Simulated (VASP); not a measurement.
# Ti6Si in VASP: notebook

Runs on Ti6Si. Level: PBE. Tasks: single point.

Everything below comes from runs of VASP 6.6.1. Logs are shortened: lines on timing, memory, paths and dates and some standing lists are left out, and cuts for length are marked.

## (1) The cell of the first run

The cell holds a slab with vacuum, 7 atoms: a = 2.832 Å, b = 4.579 Å, c = 22.051 Å, α = 90.00°, β = 90.00°, γ = 90.00°.

## (2) Single point, PBE

INCAR reads:

```
PREC     = Accurate       # precision mode
ENCUT    = 520            # plane-wave cutoff, eV
EDIFF    = 1E-6           # SCF threshold, eV
ISMEAR   = 0              # smearing method
SIGMA    = 0.1            # smearing width, eV
LREAL    = F              # projectors in reciprocal space
LASPH    = T              # aspherical terms in the spheres
NELM     = 60             # most SCF steps
ALGO     = Normal         # electronic algorithm
ISIF     = 2              # what is computed and relaxed
LWAVE    = F              # write WAVECAR
LCHARG   = F              # write CHGCAR
LDIPOL   = T            
IDIPOL   = 3            
DIPOL    = 0.5 0.5 0.360
GGA      = PE             # functional
NBANDS   = 47             # bands
```

KPOINTS reads:

```
Automatic mesh
0
Gamma
  9 6 1
```

POSCAR reads:

```
Ti6Si
1.0
    2.8319727849      0.0000000000      0.0000000000
    0.0000000000      4.5793473376      0.0000000000
    0.0000000000      0.0000000000     22.0506931396
Ti Si
6 1
Direct
    0.5000000000      0.0000000000      0.1814001934
    0.0000000000      0.5000000000      0.2413504045
    0.5000000000      0.0000000000      0.3013006156
    0.5000000000      0.5000000000      0.3625816749
    0.0000000000      0.0000000000      0.4208168374
    0.5000000000      0.5000000000      0.4784744440
    0.8333333333      1.0000000000      0.5317141681
```

Potentials or basis: VASP PAW PBE potentials, release 64 (Ti_sv, Si).

On the command line:

```
$ cat potpaw_PBE.64/Ti_sv/POTCAR potpaw_PBE.64/Si/POTCAR > POTCAR
$ mpirun -np 1 vasp_std > vasp.out
```

OUTCAR:

```text
PREC = Accurate
   ENCUT = 520
   EDIFF = 1E-6
   ISMEAR = 0
   LREAL = F
   LASPH = T
   NELM = 60
   ISIF = 2
   GGA = PE

 ion  position               nearest neighbor table
   1  0.500  0.000  0.181-   3 2.64
   2  0.000  0.500  0.241-
   3  0.500  0.000  0.301-   1 2.64   4 2.66   4 2.66
   4  0.500  0.500  0.363-   6 2.56   3 2.66   3 2.66
   5  0.000  0.000  0.421-   7 2.49
   6  0.500  0.500  0.478-   4 2.56   7 2.74   7 2.74
   7  0.833  0.000  0.532-   5 2.49   6 2.74   6 2.74

  LATTYP: Found a simple orthorhombic cell.
 ALAT       =     2.8319727849
 B/A-ratio  =     1.6170167178
 C/A-ratio  =     7.7863365274

  Lattice vectors:

 A1 = (   2.8319727849,   0.0000000000,   0.0000000000)
 A2 = (   0.0000000000,   4.5793473376,   0.0000000000)
 A3 = (   0.0000000000,   0.0000000000,  22.0506931396)

Analysis of symmetry for initial positions (statically):
=====================================================================
 Subroutine PRICEL returns:
 Original cell was already a primitive cell.

 Routine SETGRP: Setting up the symmetry group for a
 simple orthorhombic supercell.

 Subroutine GETGRP returns: Found  2 space group operations
 (whereof  2 operations were pure point group operations)
 out of a pool of  8 trial point group operations.

The static configuration has the point symmetry C_1h.

Analysis of symmetry for dynamics (positions and initial velocities):
=====================================================================
 Subroutine PRICEL returns:
 Original cell was already a primitive cell.

 Routine SETGRP: Setting up the symmetry group for a
 simple orthorhombic supercell.

 Subroutine GETGRP returns: Found  2 space group operations
 (whereof  2 operations were pure point group operations)
 out of a pool of  8 trial point group operations.

The dynamic configuration has the point symmetry C_1h.

 Subroutine INISYM returns: Found  2 space group operations
 (whereof  2 operations are pure point group operations),
 and found     1 'primitive' translations

----------------------------------------------------------------------------------------

                                     Primitive cell

  volume of cell :     285.9663

  direct lattice vectors                    reciprocal lattice vectors
     2.831972785  0.000000000  0.000000000     0.353110738  0.000000000  0.000000000
     0.000000000  4.579347338  0.000000000     0.000000000  0.218371730  0.000000000
     0.000000000  0.000000000 22.050693140     0.000000000  0.000000000  0.045350048

  length of vectors
     2.831972785  4.579347338 22.050693140     0.353110738  0.218371730  0.045350048

  position of ions in fractional coordinates (direct lattice)
     0.500000000  0.000000000  0.181400193
     0.000000000  0.500000000  0.241350404
     0.500000000  0.000000000  0.301300616
     0.500000000  0.500000000  0.362581675
     0.000000000  0.000000000  0.420816837
     0.500000000  0.500000000  0.478474444
     0.833333333  0.000000000  0.531714168

  ion indices of the primitive-cell ions
   primitive index   ion index
                 1           1
                 2           2
                 3           3
                 4           4
                 5           5
                 6           6
                 7           7

----------------------------------------------------------------------------------------

 KPOINTS: Automatic mesh

Automatic generation of k-mesh.
 Grid dimensions read from file:
 generate k-points for:    9    6    1

 Generating k-lattice:

  Cartesian coordinates                     Fractional coordinates (reciprocal lattice)
     0.039234526  0.000000000  0.000000000     0.111111111  0.000000000  0.000000000
     0.000000000  0.036395288  0.000000000     0.000000000  0.166666667  0.000000000
     0.000000000  0.000000000  0.045350048     0.000000000  0.000000000  1.000000000

  Length of vectors
     0.039234526  0.036395288  0.045350048

  Shift w.r.t. Gamma in fractional coordinates (k-lattice)
     0.000000000  0.000000000  0.000000000

 Subroutine IBZKPT returns following result:
 ===========================================

 Found     20 irreducible k-points:

 Following reciprocal coordinates:
            Coordinates               Weight
  0.000000  0.000000  0.000000      1.000000
  0.111111  0.000000  0.000000      2.000000
  0.222222  0.000000  0.000000      2.000000
  0.333333  0.000000  0.000000      2.000000
  0.444444  0.000000  0.000000      2.000000
  0.000000  0.166667  0.000000      2.000000
[... 12 lines left out ...]
  0.333333  0.500000  0.000000      2.000000
  0.444444  0.500000  0.000000      2.000000
   k-points           NKPTS =     20   k-points in BZ     NKDIM =     20   number of bands    NBANDS=     47
   number of dos      NEDOS =    301   number of ions     NIONS =      7
   total plane-waves  NPLWV = 145152
   dimension x,y,z NGX =    24 NGY =   36 NGZ =  168
   dimension x,y,z NGXF=    48 NGYF=   72 NGZF=  336
   ions per type =               6   1
   NGX,Y,Z   is equivalent  to a cutoff of  14.09, 13.07, 12.67 a.u.
   NGXF,Y,Z  is equivalent  to a cutoff of  28.18, 26.14, 25.33 a.u.
 SYSTEM =  unknown system
   PREC   = accura    normal or accurate (medium, high low for compatibility)
   ISTART =      0    job   : 0-new  1-cont  2-samecut
   ICHARG =      2    charge: 1-file 2-atom 10-const
   ISPIN  =      1    spin polarized calculation?
   LNONCOLLINEAR =      F non collinear calculations
   LSORBIT =      F    spin-orbit coupling
   LASPH  =      T    aspherical Exc in radial PAW
   ENCUT  =  520.0 eV  38.22 Ry    6.18 a.u.   5.27  8.51 41.00*2*pi/ulx,y,z
   NELM   =     60;   NELMIN=  2; NELMDL= -5     # of ELM steps
   EDIFF  = 0.1E-05   stopping-criterion for ELM
   LREAL  =      F    real-space projection
   EDIFFG = 0.1E-04   stopping-criterion for IOM
   NSW    =      0    number of steps for IOM
   IBRION =     -1    ionic relax: 0-MD 1-quasi-New 2-CG
   NFREE  =      0    steps in history (QN), initial steepest desc. (CG)
   ISIF   =      2    stress and relaxation
   ISYM   =      2    0-nonsym 1-usesym 2-fastsym
   POTIM  = 0.5000    time-step for ionic-motion
   TEBEG  =    0.0;   TEEND  =   0.0 temperature during run
   PSTRESS=    0.0 pullay stress
   NELECT =      76.0000    total number of electrons
   NUPDOWN=      -1.0000    fix difference up-down
   EMIN   =  10.00;   EMAX   =-10.00  energy-range for DOS
   EFERMI =   0.00;   METHOD = LEGACY
   ISMEAR =     0;   SIGMA  =   0.10  broadening in eV -4-tet -1-fermi 0-gaus
   EFERMI_NEDOS =   21; number of points for ismear=-14 and -15
   IALGO  =     38    algorithm
   IMIX   =      4    mixing-type and parameters
     AMIX     =   0.40;   BMIX     =  1.00
     AMIX_MAG =   1.60;   BMIX_MAG =  1.00
  volume/ion in A,a.u.               =      40.85       275.69
  Fermi-wavevector in a.u.,A,eV,Ry     =   1.052546  1.989023 15.073254  1.107853
  Thomas-Fermi vector in A             =   2.187633
   LORBIT       =      0    0 simple, 1 ext, 2 COOP (PROOUT), +10 PAW based schemes
   GGA     = PE    functional components
   LHFCALC =     F    Hartree Fock is set to
   AEXX    =    0.0000 exact exchange contribution
   IVDW    =     0    specifies the selected vdW correction
   LEPSILON=     F    determine dielectric tensor
   LRPA    =     F    only Hartree local field effects (RPA)
 non-spin polarized calculation
 Gauss-broadening in eV      SIGMA  =   0.10
  energy-cutoff  :      520.00
  volume of cell :      285.97
 maximum number of plane-waves:      7748
 NGX is ok and might be reduce to    24
   NGX = 11   NGY = 17   NGZ = 81

 dipolmoment           0.000000      0.000000     -0.045607 electrons x Angstroem

 number of electron      75.9999999 magnetization

 dipolmoment           0.000000      0.000000      0.120898 electrons x Angstroem

 Free energy of the ion-electron system (eV)
  ---------------------------------------------------
  ext. energy  EPLUGINS =         0.00000000
  ---------------------------------------------------
  free energy    TOTEN  =       -49.99055402 eV

  energy without entropy =      -49.94005617  energy(sigma->0) =      -49.96530510

 E-fermi :   1.0880     XC(G=0):  -5.6873

 val. band max:        1.0790087323   @ k =   0.3333   0.3333   0.0000
 cond. band min:       1.1264402526   @ k =   0.2222   0.5000   0.0000
 fundamental gap:      0.0474315204
 Fermi energy:         1.0880258924

 k-point     1 :       0.0000    0.0000    0.0000
  band No.  band energies     occupation
      1     -55.8761      2.00000
      2     -55.7983      2.00000
      3     -55.7611      2.00000
      4     -55.6484      2.00000
      5     -55.5044      2.00000
      6     -55.3764      2.00000
[... 39 lines left out ...]
     46       2.4860      0.00000
     47       2.6298      0.00000

 k-point     2 :       0.1111    0.0000    0.0000
  band No.  band energies     occupation
      1     -55.8690      2.00000
      2     -55.7911      2.00000
      3     -55.7554      2.00000
      4     -55.6425      2.00000
      5     -55.4988      2.00000
      6     -55.3704      2.00000
[... 39 lines left out ...]
     46       2.2640      0.00000
     47       2.4889      0.00000

 k-point     3 :       0.2222    0.0000    0.0000
  band No.  band energies     occupation
      1     -55.8508      2.00000
      2     -55.7729      2.00000
      3     -55.7411      2.00000
      4     -55.6275      2.00000
      5     -55.4844      2.00000
      6     -55.3549      2.00000
[... 839 lines left out ...]
     46       2.0324      0.00000
     47       2.4272      0.00000

 k-point    20 :       0.4444    0.5000    0.0000
  band No.  band energies     occupation
      1     -55.8157      2.00000
      2     -55.7377      2.00000
      3     -55.7143      2.00000
      4     -55.5993      2.00000
      5     -55.4301      2.00000
      6     -55.3538      2.00000
[... 39 lines left out ...]
     46       2.2059      0.00000
     47       2.3096      0.00000

------------------------ aborting loop because EDIFF is reached ----------------------------------------

 vacuum level on the upper side and lower side of the slab       (xc-potential included)         0.765        -0.838

  FORCE on cell =-STRESS in cart. coord.  units (eV):
  Direction    XX          YY          ZZ          XY          YZ          ZX
  --------------------------------------------------------------------------------------
  -------------------------------------------------------------------------------------
  Total       -3.7281220     -6.4535865      0.7746320      0.0000000      0.0000000     -0.6117235
  in kB      -20.8874676    -36.1573684      4.3400138      0.0000000      0.0000000     -3.4272898
  external PRESSURE =     -17.5682741 kB  Pullay stress =       0.0000000 kB

 VOLUME and BASIS-vectors are now :
 -----------------------------------------------------------------------------
  energy-cutoff  :      520.00
  volume of cell :      285.97
      direct lattice vectors                 reciprocal lattice vectors
     2.831972785  0.000000000  0.000000000     0.353110738  0.000000000  0.000000000
     0.000000000  4.579347338  0.000000000     0.000000000  0.218371730  0.000000000
     0.000000000  0.000000000 22.050693140     0.000000000  0.000000000  0.045350048

 POSITION                                       TOTAL-FORCE (eV/Angst)
 -----------------------------------------------------------------------------------
      1.41599      0.00000      4.00000        -0.003515      0.000000      0.376766
      0.00000      2.28967      5.32194         0.003685      0.000000      0.113355
      1.41599      0.00000      6.64389         0.010639      0.000000     -0.442401
      1.41599      2.28967      7.99518        -0.007251      0.000000     -0.308113
      0.00000      0.00000      9.27930         0.423463      0.000000     -1.064240
      1.41599      2.28967     10.55069        -0.380293      0.000000      1.326275
      2.35998      0.00000     11.72467        -0.046727      0.000000     -0.001641
 -----------------------------------------------------------------------------------
    total drift:                               -0.000248      0.000000      0.000373

  FREE ENERGIE OF THE ION-ELECTRON SYSTEM (eV)
  ---------------------------------------------------
  free  energy   TOTEN  =       -49.9905540207 eV

  energy  without entropy=      -49.9400561737  energy(sigma->0) =      -49.96530510

 vacuum level on the upper side and lower side of the slab         6.148         4.378
```

Run time: 11 min. Hardware: 1 thread of Intel Xeon Platinum 8488C (Sapphire Rapids), shared host; peak memory 0.46 GiB.

Results:

- Free energy: -49.9906 eV
- Largest force: 1.380 eV/Å
- Band gap on the k mesh: zero (bands 38 and 39 overlap by 0.12 eV)

Forces on the atoms (eV/Å):
```
Ti  -0.004  0.000  0.377
Ti   0.004  0.000  0.113
Ti   0.011  0.000 -0.442
Ti  -0.007  0.000 -0.308
Ti   0.423  0.000 -1.064
Ti  -0.380  0.000  1.326
Si  -0.047  0.000 -0.002
```

## (3) Single point, PBE

Edit INCAR of step 2 so:

```diff
@@ -2,3 +2,3 @@
 ENCUT    = 520            # plane-wave cutoff, eV
-EDIFF    = 1E-6           # SCF threshold, eV
+EDIFF    = 1E-7           # SCF threshold, eV
 ISMEAR   = 0              # smearing method
@@ -7,3 +7,3 @@
 LASPH    = T              # aspherical terms in the spheres
-NELM     = 60             # most SCF steps
+NELM     = 100            # most SCF steps
 ALGO     = Normal         # electronic algorithm
```

KPOINTS reads:

```
regular mesh
0
Gamma
  9 6 1
```

Edit POSCAR of step 2 so:

```diff
@@ -14,2 +14,2 @@
     0.5000000000      0.5000000000      0.4784744440
-    0.8333333333      1.0000000000      0.5317141681
+    1.0000000000      0.9000000000      0.5342809574
```

Potentials or basis: VASP PAW PBE potentials, release 64 (Ti_sv, Si).

On the command line:

```
$ cat potpaw_PBE.64/Ti_sv/POTCAR potpaw_PBE.64/Si/POTCAR > POTCAR
$ mpirun -np 1 vasp_std > vasp.out
```

OUTCAR:

```text
PREC = Accurate
   ENCUT = 520
   EDIFF = 1E-7
   ISMEAR = 0
   LREAL = F
   LASPH = T
   NELM = 100
   ISIF = 2
   GGA = PE

 ion  position               nearest neighbor table
   1  0.500  0.000  0.181-   3 2.64
   2  0.000  0.500  0.241-
   3  0.500  0.000  0.301-   1 2.64   4 2.66   4 2.66
   4  0.500  0.500  0.363-   6 2.56   3 2.66   3 2.66
   5  0.000  0.000  0.421-   7 2.54
   6  0.500  0.500  0.478-   4 2.56   7 2.62   7 2.62
   7  0.000  0.900  0.534-   5 2.54   6 2.62   6 2.62

  LATTYP: Found a simple orthorhombic cell.
 ALAT       =     2.8319727849
 B/A-ratio  =     1.6170167178
 C/A-ratio  =     7.7863365274

  Lattice vectors:

 A1 = (   2.8319727849,   0.0000000000,   0.0000000000)
 A2 = (   0.0000000000,   4.5793473376,   0.0000000000)
 A3 = (   0.0000000000,   0.0000000000,  22.0506931396)

Analysis of symmetry for initial positions (statically):
=====================================================================
[... 188 lines left out ...]

 k-point     1 :       0.0000    0.0000    0.0000
  band No.  band energies     occupation
      1     -55.8287      2.00000
      2     -55.7134      2.00000
      3     -55.7081      2.00000
      4     -55.5956      2.00000
      5     -55.4537      2.00000
      6     -55.3268      2.00000
[... 989 lines left out ...]
     46       2.2726      0.00000
     47       2.3475      0.00000

------------------------ aborting loop because EDIFF is reached ----------------------------------------

 vacuum level on the upper side and lower side of the slab       (xc-potential included)         0.662        -0.866

  FORCE on cell =-STRESS in cart. coord.  units (eV):
  Direction    XX          YY          ZZ          XY          YZ          ZX
  --------------------------------------------------------------------------------------
  -------------------------------------------------------------------------------------
  Total       -3.7599138     -5.6813270      0.5185631      0.0000000      1.4492094      0.0000000
  in kB      -21.0655872    -31.8306465      2.9053422      0.0000000      8.1194538      0.0000000
  external PRESSURE =     -16.6636305 kB  Pullay stress =       0.0000000 kB

 VOLUME and BASIS-vectors are now :
 -----------------------------------------------------------------------------
  energy-cutoff  :      520.00
  volume of cell :      285.97
      direct lattice vectors                 reciprocal lattice vectors
     2.831972785  0.000000000  0.000000000     0.353110738  0.000000000  0.000000000
     0.000000000  4.579347338  0.000000000     0.000000000  0.218371730  0.000000000
     0.000000000  0.000000000 22.050693140     0.000000000  0.000000000  0.045350048

 POSITION                                       TOTAL-FORCE (eV/Angst)
 -----------------------------------------------------------------------------------
      1.41599      0.00000      4.00000         0.000000     -0.005131      0.388782
      0.00000      2.28967      5.32194         0.000000      0.009981      0.078032
      1.41599      0.00000      6.64389         0.000000     -0.004072     -0.468253
      1.41599      2.28967      7.99518         0.000000     -0.067211     -0.237361
      0.00000      0.00000      9.27930         0.000000     -0.128344     -0.847788
      1.41599      2.28967     10.55069         0.000000     -0.712878      1.093554
      0.00000      4.12141     11.78127         0.000000      0.907656     -0.006966
 -----------------------------------------------------------------------------------
    total drift:                                0.000000     -0.000057      0.000009

  FREE ENERGIE OF THE ION-ELECTRON SYSTEM (eV)
  ---------------------------------------------------
  free  energy   TOTEN  =       -49.7819277297 eV

  energy  without entropy=      -49.7213699753  energy(sigma->0) =      -49.75164885

 vacuum level on the upper side and lower side of the slab         5.950         4.387
```

OSZICAR:

```text
N       E                     dE             d eps       ncg     rms          rms(c)
DAV:   1     0.944015629290E+03    0.94402E+03   -0.40695E+04  2088   0.164E+03
DAV:   2     0.737540272336E+02   -0.87026E+03   -0.85371E+03  1943   0.523E+02
DAV:   3    -0.347205728014E+02   -0.10847E+03   -0.10578E+03  3034   0.163E+02
[... 26 lines left out ...]
DAV:  30    -0.497819240397E+02   -0.63770E-05   -0.41444E-07  1653   0.419E-03    0.151E-03
DAV:  31    -0.497819264422E+02   -0.24025E-05   -0.24522E-07  1612   0.199E-03    0.767E-04
DAV:  32    -0.497819271998E+02   -0.75769E-06   -0.72726E-08  1515   0.109E-03    0.440E-04
DAV:  33    -0.497819276760E+02   -0.47614E-06   -0.78387E-08  1535   0.123E-03    0.151E-04
DAV:  34    -0.497819277297E+02   -0.53698E-07   -0.14021E-08  1351   0.676E-04
   1 F= -.49781928E+02 E0= -.49751649E+02  d E =-.605578E-01
```

Run time: 10 min. Hardware: 1 thread of Intel Xeon Platinum 8488C (Sapphire Rapids), shared host; peak memory 0.46 GiB.

What came out:

- Free energy: -49.7819 eV
- Largest force: 1.305 eV/Å
- Band gap on the k mesh: zero (bands 38 and 39 overlap by 0.13 eV)

Forces in eV/Å, atoms in the order of the input:
```
Ti   0.000 -0.005  0.389
Ti   0.000  0.010  0.078
Ti   0.000 -0.004 -0.468
Ti   0.000 -0.067 -0.237
Ti   0.000 -0.128 -0.848
Ti   0.000 -0.713  1.094
Si   0.000  0.908 -0.007
```

The gap in the log of VASP goes by the Fermi energy; the results here count the filled bands.